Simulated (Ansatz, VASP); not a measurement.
**Si16N: VASP beside Ansatz**

```
Si N
1.0
     0.00000    5.43000    5.43000
     5.43000    0.00000    5.43000
     5.43000    5.43000    0.00000
Si N
16 1
Direct
  0.01255 0.02952 0.97384
  0.13710 0.14369 0.10936
  0.01291 0.03030 0.48353
  0.14317 0.15763 0.59994
  0.00733 0.51752 0.98698
  0.12577 0.65480 0.10512
  0.99316 0.55504 0.47621
  0.12674 0.65558 0.61320
  0.51047 0.01628 0.98564
  0.64021 0.12961 0.11746
  0.53961 0.99196 0.48461
  0.64046 0.13237 0.61062
  0.49007 0.49576 0.03000
  0.63370 0.64210 0.11105
  0.49105 0.49858 0.48242
  0.63808 0.50089 0.68083
  0.71417 0.72441 0.53317
```

Alike in both runs: functional PBE; k mesh 2 × 2 × 2; occupations fermi-dirac, width 0.05 eV; collinear spin.

Ansatz relaxed the structure, and its values are those at the end. VASP's run is a single point on that final structure, the one shown.

|  | VASP | Ansatz |
| --- | --- | --- |
| version | VASP 6.6.1 | Ansatz 0.2.0 |
| potentials or method | VASP PAW PBE potentials, release 64 (Si, N), cutoff 520 eV | scalar-relativistic, plane waves, PAW |
| valence electrons in the cell | 69 | 69 |

```tsv
	VASP	Ansatz	Ansatz less VASP
rms of the force components (eV/Å)	0.031	0.030	-0.0006
net moment per atom (μB)	0.00	0.00	0.000
```

The functional is the same, so the differences come from potentials, cutoffs and numerics. Ansatz's warnings: seeded moment not kept.

The k mesh is coarse, so the values compare programs but aren't converged.
